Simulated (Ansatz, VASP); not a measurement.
# PbS in VASP and in Ansatz

```
CELL_PARAMETERS angstrom
8.26733 0.00000 0.00000
0.00000 4.13358 0.00000
0.00000 0.00000 5.84727
ATOMIC_POSITIONS crystal
Pb 0.12501 0.75000 0.74997
Pb 0.62501 0.75000 0.75003
Pb 0.87499 0.25000 0.25003
Pb 0.37499 0.25000 0.24997
S 0.87509 0.25000 0.74999
S 0.37509 0.25000 0.75001
S 0.12491 0.75000 0.25001
S 0.62491 0.75000 0.24999
```

Alike in both runs: functional LDA; k mesh 4 × 8 × 6; occupations gaussian, width 0.01 eV; no spin polarisation.

Ansatz relaxed the structure, and its values are those at the end. VASP's run is a single point on that final structure, the one shown.

```csv
,VASP,Ansatz
version,VASP 6.6.1,Ansatz 0.2.0
potentials or method,"VASP PAW LDA potentials, release 64 (Pb_d, S), cutoff 520 eV","scalar-relativistic, plane waves, PAW"
valence electrons in the cell,80,80
```

```csv
,VASP,Ansatz,Ansatz less VASP
gap on the k mesh at the Fermi level (eV),0.04,0.06,+0.025
least direct gap on the mesh (eV),0.04,0.06,+0.025
pressure (GPa),0.0,0.0,-0.05
```

LDA's correlation is that of Perdew and Zunger in VASP and of Perdew and Wang (1992) in Ansatz.

Spin-orbit coupling is off throughout.
